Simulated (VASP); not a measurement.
Sn: single point with r2SCAN

The system is Sn.

```xyz
2
Lattice="3.3110 0.0000 0.0000 -1.6555 2.8674 0.0000 0.0000 0.0000 5.6422" Properties=species:S:1:pos:R:3 pbc="T T T"
Sn    0.0000    1.9116    1.4105
Sn    1.6555    0.9558    4.2316
```

This isn't the form of Sn at room conditions, which is tetragonal (white tin).

- Program: VASP 6.6.1
- Task: single point
- Functional: r2SCAN
- Potentials or basis: VASP PAW PBE potentials, release 64 (Sn_d)
- Cutoff: 520 eV
- k mesh: 15 × 15 × 8
- Occupations: methfessel-paxton, width 0.05 eV
- Spin: no spin polarisation

The pressure is 0.5 GPa and the band gap on the k mesh is zero (bands 14 and 15 overlap by 9.34 eV).

Levels at points of the mesh, in eV from the Fermi level:
| k point | band 12 | band 13 | band 14 | band 15 | band 16 | band 17 |
| --- | --- | --- | --- | --- | --- | --- |
| (0.00, 0.00, 0.00) | -7.52 | -5.05 | 6.74 | 6.74 | 7.58 | 8.51 |
| (0.00, 0.00, 0.50) | -10.51 | 0.52 | 0.52 | 7.65 | 7.65 | 7.65 |

Run time: 7.7 min on 1 thread of Intel(R) Xeon(R) Platinum 8259CL CPU @ 2.50GHz (Skylake/Cascade Lake), with other jobs on the host, peak memory 0.26 GiB.

Caveat: the PAW data sets were made with another functional, which shifts forces and pressure a little; spin-orbit coupling is left out, which moves the levels of the heavy elements.
